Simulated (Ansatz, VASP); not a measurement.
# One calculation of Ga2PN, two programs

```xyz
4
Lattice="3.3521 0.0000 0.0000 0.0000 3.3521 0.0000 0.0000 0.0000 4.7327" Properties=species:S:1:pos:R:3 pbc="T T T"
N     0.0000    0.0000    0.0000
Ga    0.0000    0.0000    2.3663
Ga    1.6760    1.6760    0.0000
P     1.6760    1.6760    2.3663
```

Alike in both runs: task single point; functional PBE; k mesh 6 × 6 × 4; occupations gaussian, width 0.2 eV; no spin polarisation.

|  | VASP | Ansatz |
| --- | --- | --- |
| version | VASP 6.6.1 | Ansatz 0.2.0 |
| potentials or method | VASP PAW PBE potentials, release 64 (N, Ga_d, P) | plane waves |
| plane-wave cutoff (eV) | 520 | 420 |
| valence electrons in the cell | 36 | 36 |

VASP gave:

* pressure (GPa): 4.6

Question: What did Ansatz give for the same quantities?

Answer: Pressure (GPa): 4.5.
